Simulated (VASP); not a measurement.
# Hf2MnS3 (P-6m2) in VASP: a series of runs

Hf2MnS3 is run at these levels: PBE; tasks: single point, relaxation of cell and atoms.

Everything below comes from runs of VASP 6.6.1. Logs are shortened: lines on timing, memory, paths and dates and some standing lists are left out, and cuts for length are marked.

## (1) The cell of the first run

Symmetry: P-6m2, No. 187, hexagonal system. The conventional cell has a = 4.157 Å, b = 4.157 Å, c = 10.579 Å, α = 90.00°, β = 90.00°, γ = 120.00°. Hf (site symmetry -6m2) has 3 Mn at 2.40 Å and 6 S at 3.17 Å within 3.2 Å. Within 3.2 Å of Hf (site symmetry -6m2) lie 3 S at 2.40 Å. Mn (site symmetry -6m2) has 2 S at 2.06 Å and 3 Hf at 2.40 Å within 2.7 Å. S (site symmetry 3m) has 1 Mn at 2.06 Å within 2.7 Å. S (site symmetry -6m2) has 3 Hf at 2.40 Å within 3.2 Å.

## (2) Single point, PBE, collinear spin, ferromagnetic start

INCAR

```
PREC = Accurate
ENCUT = 520
EDIFF = 1E-6
ISMEAR = 0
SIGMA = 0.2
LREAL = False
LASPH = True
NELM = 150
ALGO = Normal
ISIF = 2
LWAVE = False
LCHARG = False
ISPIN = 2
MAGMOM = 0 0 4 0 0 0
LORBIT = 11
LMAXMIX = 4
GGA = PE
NBANDS = 38
```

KPOINTS

```
Automatic mesh
0
Gamma
  4 4 2
```

POSCAR

```
Hf2MnS3
1.0
    4.1569170028      0.0000000028      0.0000000000
   -2.0784585038      3.5999957244      0.0000000000
    0.0000000000      0.0000000000     10.5789279859
Hf Mn S
2 1 3
Direct
    0.3333333333      0.6666666667      0.5000000000
    0.6666666667      0.3333333333      0.0000000000
    0.0000000000      0.0000000000      0.5000000000
    0.0000000000      0.0000000000      0.3048764639
    0.0000000000      0.0000000000      0.6951235361
    0.0000000000      0.0000000000      0.0000000000
```

Potentials or basis: VASP PAW PBE potentials, release 64 (Hf_pv, Mn_pv, S).

Launch:

```bash
$ cat potpaw_PBE.64/Hf_pv/POTCAR potpaw_PBE.64/Mn_pv/POTCAR potpaw_PBE.64/S/POTCAR > POTCAR
$ mpirun -np 1 vasp_std > vasp.out
```

OUTCAR:

```text
PREC = Accurate
   ENCUT = 520
   EDIFF = 1E-6
   ISMEAR = 0
   LREAL = False
   LASPH = True
   NELM = 150
   ISIF = 2
   ISPIN = 2
   LORBIT = 11
   GGA = PE

 ion  position               nearest neighbor table
   1  0.333  0.667  0.500-   3 2.40   3 2.40   3 2.40   5 3.17   4 3.17   4 3.17   5 3.17   4 3.17
                             5 3.17
   2  0.667  0.333  0.000-   6 2.40   6 2.40   6 2.40
   3  0.000  0.000  0.500-   4 2.06   5 2.06   1 2.40   1 2.40   1 2.40
   4  0.000  0.000  0.305-   3 2.06   1 3.17   1 3.17   1 3.17
   5  0.000  0.000  0.695-   3 2.06   1 3.17   1 3.17   1 3.17
   6  0.000  0.000  0.000-   2 2.40   2 2.40   2 2.40

  LATTYP: Found a hexagonal cell.
 ALAT       =     4.1569170028
 C/A-ratio  =     2.5448975716

  Lattice vectors:

 A1 = (   4.1569170028,   0.0000000028,   0.0000000000)
 A2 = (  -2.0784585038,   3.5999957244,   0.0000000000)
 A3 = (   0.0000000000,   0.0000000000,  10.5789279859)

Analysis of symmetry for initial positions (statically):
=====================================================================
 Subroutine PRICEL returns:
 Original cell was already a primitive cell.

 Routine SETGRP: Setting up the symmetry group for a
 hexagonal supercell.

 Subroutine GETGRP returns: Found 12 space group operations
 (whereof 12 operations were pure point group operations)
 out of a pool of 24 trial point group operations.

The static configuration has the point symmetry D_3h.

Analysis of symmetry for dynamics (positions and initial velocities):
=====================================================================
 Subroutine PRICEL returns:
 Original cell was already a primitive cell.

 Routine SETGRP: Setting up the symmetry group for a
 hexagonal supercell.

 Subroutine GETGRP returns: Found 12 space group operations
 (whereof 12 operations were pure point group operations)
 out of a pool of 24 trial point group operations.

The dynamic configuration has the point symmetry D_3h.

Analysis of structural, dynamic, and magnetic symmetry:
=====================================================================
 Subroutine PRICEL returns:
 Original cell was already a primitive cell.

 Routine SETGRP: Setting up the symmetry group for a
 hexagonal supercell.

 Subroutine GETGRP returns: Found 12 space group operations
 (whereof 12 operations were pure point group operations)
 out of a pool of 24 trial point group operations.

The overall configuration has the point symmetry D_3h.

 Subroutine INISYM returns: Found 12 space group operations
 (whereof 12 operations are pure point group operations),
 and found     1 'primitive' translations

----------------------------------------------------------------------------------------

                                     Primitive cell

  volume of cell :     158.3124

  direct lattice vectors                    reciprocal lattice vectors
     4.156917003  0.000000003  0.000000000     0.240562898  0.138889054  0.000000000
    -2.078458504  3.599995724  0.000000000    -0.000000000  0.277778108  0.000000000
     0.000000000  0.000000000 10.578927986     0.000000000  0.000000000  0.094527536

  length of vectors
     4.156917003  4.156917003 10.578927986     0.277778108  0.277778108  0.094527536

  position of ions in fractional coordinates (direct lattice)
     0.333333333  0.666666667  0.500000000
     0.666666667  0.333333333  0.000000000
     0.000000000  0.000000000  0.500000000
     0.000000000  0.000000000  0.304876464
     0.000000000  0.000000000  0.695123536
     0.000000000  0.000000000  0.000000000

  ion indices of the primitive-cell ions
   primitive index   ion index
                 1           1
                 2           2
                 3           3
                 4           4
                 5           5
                 6           6

----------------------------------------------------------------------------------------

 KPOINTS: Automatic mesh

[... 27 lines left out ...]
  0.250000  0.250000  0.000000      6.000000
  0.000000  0.000000  0.500000      1.000000
  0.250000  0.000000  0.500000      6.000000
  0.500000  0.000000  0.500000      3.000000
  0.250000  0.250000  0.500000      6.000000
   k-points           NKPTS =      8   k-points in BZ     NKDIM =      8   number of bands    NBANDS=     38
   number of dos      NEDOS =    301   number of ions     NIONS =      6
   total plane-waves  NPLWV =  81920
   dimension x,y,z NGX =    32 NGY =   32 NGZ =   80
   dimension x,y,z NGXF=    64 NGYF=   64 NGZF=  160
   ions per type =               2   1   3
   NGX,Y,Z   is equivalent  to a cutoff of  12.80, 12.80, 12.57 a.u.
   NGXF,Y,Z  is equivalent  to a cutoff of  25.60, 25.60, 25.14 a.u.
 SYSTEM =  unknown system
   PREC   = accura    normal or accurate (medium, high low for compatibility)
   ISTART =      0    job   : 0-new  1-cont  2-samecut
   ICHARG =      2    charge: 1-file 2-atom 10-const
   ISPIN  =      2    spin polarized calculation?
   LNONCOLLINEAR =      F non collinear calculations
   LSORBIT =      F    spin-orbit coupling
   LASPH  =      T    aspherical Exc in radial PAW
   ENCUT  =  520.0 eV  38.22 Ry    6.18 a.u.   7.73  7.73 19.67*2*pi/ulx,y,z
   NELM   =    150;   NELMIN=  2; NELMDL= -5     # of ELM steps
   EDIFF  = 0.1E-05   stopping-criterion for ELM
   LREAL  =      F    real-space projection
   EDIFFG = 0.1E-04   stopping-criterion for IOM
   NSW    =      0    number of steps for IOM
   IBRION =     -1    ionic relax: 0-MD 1-quasi-New 2-CG
   NFREE  =      0    steps in history (QN), initial steepest desc. (CG)
   ISIF   =      2    stress and relaxation
   ISYM   =      2    0-nonsym 1-usesym 2-fastsym
   POTIM  = 0.5000    time-step for ionic-motion
   TEBEG  =    0.0;   TEEND  =   0.0 temperature during run
   PSTRESS=    0.0 pullay stress
   NELECT =      51.0000    total number of electrons
   NUPDOWN=      -1.0000    fix difference up-down
   EMIN   =  10.00;   EMAX   =-10.00  energy-range for DOS
   EFERMI =   0.00;   METHOD = LEGACY
   ISMEAR =     0;   SIGMA  =   0.20  broadening in eV -4-tet -1-fermi 0-gaus
   EFERMI_NEDOS =   21; number of points for ismear=-14 and -15
   IALGO  =     38    algorithm
   IMIX   =      4    mixing-type and parameters
     AMIX     =   0.40;   BMIX     =  1.00
     AMIX_MAG =   1.60;   BMIX_MAG =  1.00
  volume/ion in A,a.u.               =      26.39       178.06
  Fermi-wavevector in a.u.,A,eV,Ry     =   1.122259  2.120763 17.136075  1.259466
  Thomas-Fermi vector in A             =   2.258918
   LORBIT       =     11    0 simple, 1 ext, 2 COOP (PROOUT), +10 PAW based schemes
   GGA     = PE    functional components
   LHFCALC =     F    Hartree Fock is set to
   AEXX    =    0.0000 exact exchange contribution
   IVDW    =     0    specifies the selected vdW correction
   LEPSILON=     F    determine dielectric tensor
   LRPA    =     F    only Hartree local field effects (RPA)
 spin polarized calculation
 Gauss-broadening in eV      SIGMA  =   0.20
  energy-cutoff  :      520.00
  volume of cell :      158.31
 maximum number of plane-waves:      4288
 NGX is ok and might be reduce to    32
   NGX = 15   NGY = 15   NGZ = 39

 number of electron      51.0000005 magnetization       0.3178442

 number of electron      51.0000004 magnetization      -1.2974144

 Free energy of the ion-electron system (eV)
  ---------------------------------------------------
  ext. energy  EPLUGINS =         0.00000000
  ---------------------------------------------------
  free energy    TOTEN  =       -41.03170698 eV

  energy without entropy =      -40.90055501  energy(sigma->0) =      -40.96613099

 E-fermi :   3.3281     XC(G=0):  -8.9229

 val. band max:        3.3213230146   @ k =   0.2500   0.2500   0.5000
 cond. band min:       3.3360530492   @ k =   0.2500   0.0000   0.0000
 fundamental gap:      0.0147300345
 Fermi energy:         3.3281256780

 spin component 1

 k-point     1 :       0.0000    0.0000    0.0000
  band No.  band energies     occupation
      1     -44.0440      1.00000
      2     -43.6651      1.00000
      3     -43.6651      1.00000
      4     -28.9131      1.00000
      5     -28.5715      1.00000
      6     -28.5365      1.00000
[... 309 lines left out ...]
     36       6.4518      0.00000
     37       7.4846      0.00000
 Fermi energy:         3.3281256780

 spin component 2

 k-point     1 :       0.0000    0.0000    0.0000
  band No.  band energies     occupation
      1     -45.2288      1.00000
      2     -44.5642      1.00000
      3     -44.5642      1.00000
      4     -29.0214      1.00000
      5     -28.5869      1.00000
      6     -28.5869      1.00000
[... 309 lines left out ...]
     36       6.3690      0.00000
     37       7.2774      0.00000
 [bands above 37 left out]

------------------------ aborting loop because EDIFF is reached ----------------------------------------

  FORCE on cell =-STRESS in cart. coord.  units (eV):
  Direction    XX          YY          ZZ          XY          YZ          ZX
  --------------------------------------------------------------------------------------
  -------------------------------------------------------------------------------------
  Total        0.0484321      0.0484321      0.9808107      0.0000000      0.0000000      0.0000000
  in kB        0.4901496      0.4901496      9.9261491      0.0000000      0.0000000      0.0000000
  external PRESSURE =       3.6354828 kB  Pullay stress =       0.0000000 kB

 VOLUME and BASIS-vectors are now :
 -----------------------------------------------------------------------------
  energy-cutoff  :      520.00
  volume of cell :      158.31
      direct lattice vectors                 reciprocal lattice vectors
     4.156917003  0.000000003  0.000000000     0.240562898  0.138889054  0.000000000
    -2.078458504  3.599995724  0.000000000    -0.000000000  0.277778108  0.000000000
     0.000000000  0.000000000 10.578927986     0.000000000  0.000000000  0.094527536

 POSITION                                       TOTAL-FORCE (eV/Angst)
 -----------------------------------------------------------------------------------
     -0.00000      2.40000      5.28946         0.000000      0.000000      0.000000
      2.07846      1.20000      0.00000         0.000000     -0.000000      0.000000
      0.00000      0.00000      5.28946        -0.000000     -0.000000      0.000000
      0.00000      0.00000      3.22527        -0.000000      0.000000     -0.107711
      0.00000      0.00000      7.35366         0.000000      0.000000      0.107711
      0.00000      0.00000      0.00000        -0.000000     -0.000000      0.000000
 -----------------------------------------------------------------------------------
    total drift:                               -0.000001      0.000000     -0.000000

  FREE ENERGIE OF THE ION-ELECTRON SYSTEM (eV)
  ---------------------------------------------------
  free  energy   TOTEN  =       -41.0317069823 eV

  energy  without entropy=      -40.9005550059  energy(sigma->0) =      -40.96613099

 total charge

# of ion       s       p       d       tot
------------------------------------------
    1        0.393   6.262   1.587   8.242
    2        0.294   6.305   1.619   8.218
    3        0.483   6.370   5.506  12.359
    4        1.364   2.296   0.000   3.660
    5        1.364   2.296   0.000   3.660
    6        1.322   2.482   0.000   3.804
--------------------------------------------------
tot          5.221  26.011   8.712  39.944

 magnetization (x)

# of ion       s       p       d       tot
------------------------------------------
    1        0.012   0.000   0.111   0.123
    2       -0.013  -0.007  -0.097  -0.117
    3       -0.007  -0.002  -0.928  -0.937
    4       -0.002  -0.052   0.000  -0.054
    5       -0.002  -0.052   0.000  -0.054
    6       -0.000   0.006   0.000   0.006
--------------------------------------------------
tot         -0.013  -0.107  -0.913  -1.034
```

Wall time 3.9 min (1 thread of Intel Xeon Platinum 8259CL at 2.50GHz (Skylake/Cascade Lake), shared host); peak memory 0.37 GiB.

Results:

- Free energy: -41.0317 eV
- Pressure: 0.4 GPa
- Largest force: 0.108 eV/Å
- Net moment: -1.30 μB per cell
- Site moments: Hf +0.12, -0.12; Mn -0.94; S -0.05, +0.01 μB
- Valence electrons inside the program's atomic spheres: Hf 8.24, 8.22; Mn 12.36; S 3.66, 3.80

Forces on the atoms (eV/Å):
```
Hf   0.000  0.000  0.000
Hf   0.000  0.000  0.000
Mn   0.000  0.000  0.000
S    0.000  0.000 -0.108
S    0.000  0.000  0.108
S    0.000  0.000  0.000
```

Caveat: the k points lie up to 0.44 Å⁻¹ apart; spin-orbit coupling is left out, which moves the levels of the heavy elements; this functional lacks dispersion, which binds the layers, so the pressure and a relaxed spacing across them are unreliable; the moment fell far below its start of 4 μB, so a state of higher moment may lie lower in energy; a cell with one magnetic atom can't hold antiferromagnetic order, which such compounds often take; semilocal functionals often make such compounds metallic where correlation or magnetic order opens a gap, which also shifts bond lengths. With open d or f shells a metallic result of PBE can be an artefact of self-interaction; +U or a hybrid may open a gap.

## (3) Relaxation of cell and atoms, PBE, collinear spin, ferromagnetic start

This run uses another cell than the first one, of 22.85 Å³/atom, 0.866 times its volume.

INCAR

```
ALGO = Normal ; EDIFF = 1E-6
EDIFFG = -0.08 ; ENCUT = 600
GGA = PE ; IBRION = 2
ISIF = 3 ; ISMEAR = 0
ISPIN = 2 ; LASPH = T
LCHARG = F ; LMAXMIX = 4
LORBIT = 11 ; LREAL = F
LWAVE = F ; MAGMOM = 0 0 4 0 0 0
NELM = 150 ; NSW = 36
PREC = Accurate ; SIGMA = 0.2
```

KPOINTS

```
k-points
0
Gamma
  4 4 2
```

POSCAR

```
Hf2MnS3
1.0
    4.2950460500      0.0000000000      0.0000000000
   -2.1475230300      3.7196189900      0.0000000000
    0.0000000000      0.0000000000      8.5798521800
Hf Mn S
2 1 3
Direct
    0.3333333300      0.6666666700      0.5000000000
    0.6666666700      0.3333333300      0.0000000000
    0.0000000000      0.0000000000      0.5000000000
    0.0000000000      0.0000000000      0.2327135400
    0.0000000000      0.0000000000      0.7672864600
    0.0000000000      0.0000000000      0.0000000000
```

Potentials or basis: VASP PAW PBE potentials, release 64 (Hf_pv, Mn_pv, S).

Launch:

```bash
$ cat potpaw_PBE.64/Hf_pv/POTCAR potpaw_PBE.64/Mn_pv/POTCAR potpaw_PBE.64/S/POTCAR > POTCAR
$ mpirun -np 1 vasp_std > vasp.out
```

It took 22 min on 1 thread of Intel Xeon Platinum 8259CL at 2.50GHz (Skylake/Cascade Lake), shared host; peak memory 0.41 GiB.

Results (log left out):

```yaml
Free_energy: -41.0107 eV
Relaxed_volume: 26.05 Å³/atom
Relaxed_cell: a = 4.139 Å, b = 4.139 Å, c = 10.533 Å, α = 90.00°, β = 90.00°, γ = 120.00°
Space_group_after_relaxing_to_0.05_Å: P-6m2 (No. 187)
Energy_gained_by_relaxing: 542.6 meV/atom
Ionic_steps: 10
Pressure_after_relaxing: 0.3 GPa
Largest_force_after_relaxing: 0.079 eV/Å
Net_moment: 0.00 μB per cell
Valence_electrons_inside_the_program's_atomic_spheres: Hf 8.26, 8.24; Mn 12.38; S 3.65, 3.81
```

Forces on the atoms (eV/Å):
```
Hf   0.000  0.000  0.000
Hf   0.000  0.000  0.000
Mn   0.000  0.000  0.000
S    0.000  0.000  0.079
S    0.000  0.000 -0.079
S    0.000  0.000  0.000
```

Stress tensor (GPa, compression positive):
```
0.43 0.00 0.00
0.00 0.43 0.00
0.00 0.00 0.02
```

Step by step:
| step | energy change (eV) | largest force (eV/Å) | pressure (GPa) | volume (Å³) |
| --- | --- | --- | --- | --- |
| 1 | 0.0000 | 5.4562 | -0.41 | 137.07 |
| 2 | -2.0466 | 1.8834 | 1.69 | 135.07 |
| 3 | -2.2108 | 2.0321 | 4.18 | 134.43 |
| 4 | -2.3837 | 1.6158 | 8.86 | 132.95 |
| 5 | -3.1669 | 0.4813 | -1.20 | 160.70 |
| 6 | -3.2204 | 0.0242 | 0.05 | 154.43 |
| 7 | -3.2446 | 0.4646 | -0.82 | 157.61 |
| 8 | -3.2455 | 0.3902 | -0.69 | 157.07 |
| 9 | -3.2542 | 0.0374 | 0.68 | 156.01 |
| 10 | -3.2556 | 0.0790 | 0.29 | 156.29 |

Final structure:
```xyz
6
Lattice="4.1393 0.0000 0.0000 -2.0696 3.5847 0.0000 0.0000 0.0000 10.5331" Properties=species:S:1:pos:R:3 pbc="T T T"
Hf    0.0000    2.3898    5.2666
Hf    2.0696    1.1949    0.0000
Mn    0.0000    0.0000    5.2666
S     0.0000    0.0000    3.2004
S     0.0000    0.0000    7.3327
S     0.0000    0.0000    0.0000
```

Levels at points of the mesh, in eV from the Fermi level:
Spin up:
| k point | band 21 | band 22 | band 23 | band 24 | band 25 | band 26 | band 27 | band 28 | band 29 | band 30 |
| --- | --- | --- | --- | --- | --- | --- | --- | --- | --- | --- |
| (0.00, 0.00, 0.00) | -2.33 | -1.68 | -0.46 | -0.46 | 0.03 | 0.47 | 0.47 | 1.10 | 1.12 | 1.12 |
| (0.50, 0.00, 0.00) | -2.29 | -2.06 | -1.58 | -1.38 | -0.19 | 0.00 | 0.11 | 0.19 | 0.72 | 0.98 |
| (0.00, 0.00, 0.50) | -2.35 | -2.35 | -0.46 | -0.46 | 0.31 | 0.58 | 0.58 | 0.95 | 0.95 | 1.03 |
| (0.50, 0.00, 0.50) | -2.42 | -2.30 | -1.57 | -1.39 | -0.33 | 0.03 | 0.40 | 0.42 | 0.66 | 0.94 |
Spin down:
```tsv
k point	band 23	band 24	band 25	band 26	band 27	band 28
(0.00, 0.00, 0.00)	-0.46	-0.46	0.03	0.47	0.47	1.10
(0.50, 0.00, 0.00)	-1.58	-1.38	-0.19	0.00	0.11	0.19
(0.00, 0.00, 0.50)	-0.46	-0.46	0.31	0.58	0.58	0.95
(0.50, 0.00, 0.50)	-1.57	-1.39	-0.33	0.03	0.40	0.42
```

Caveat: the k points lie up to 0.44 Å⁻¹ apart in the final cell; the starting moments collapsed, and a magnetic state may lie lower; spin-orbit coupling is left out, which moves the levels of the heavy elements; this functional lacks dispersion, which binds the layers, so the pressure and a relaxed spacing across them are unreliable; semilocal functionals often make such compounds metallic where correlation or magnetic order opens a gap, which also shifts bond lengths; the relaxation stopped at a loose force limit of 0.08 eV/Å, so its end isn't a converged minimum. With open d or f shells a metallic result of PBE can be an artefact of self-interaction; +U or a hybrid may open a gap.
